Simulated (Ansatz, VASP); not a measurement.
# Two plane-wave programs on Mg

```
CELL_PARAMETERS angstrom
2.96578 0.00000 0.00000
-1.48289 2.56844 0.00000
0.00000 0.00000 2.91479
ATOMIC_POSITIONS crystal
Mg 0.00000 0.00000 0.00000
```

Alike in both runs: task single point; functional PBE; k mesh 15 × 15 × 14; occupations gaussian, width 0.1 eV; no spin polarisation.

|  | VASP | Ansatz |
| --- | --- | --- |
| version | VASP 6.6.1 | Ansatz 0.2.0 |
| potentials or method | VASP PAW PBE potentials, release 64 (Mg), cutoff 600 eV | scalar-relativistic, plane waves, PAW |
| valence electrons in the cell | 2 | 10 |

|  | VASP | Ansatz | Ansatz less VASP |
| --- | --- | --- | --- |
| gap on the k mesh at the Fermi level (eV) | none | none | - |
| pressure (GPa) | 5.0 | 5.1 | +0.07 |
| traceless stress, the component that is largest in VASP (GPa) | -0.36 | -0.37 | -0.009 |

A gap of «none» marks a metal or a gap that the smearing closes. VASP's potentials hold 2 valence electrons a cell and Ansatz's 10, so a difference there can come from the potentials and not from the codes.
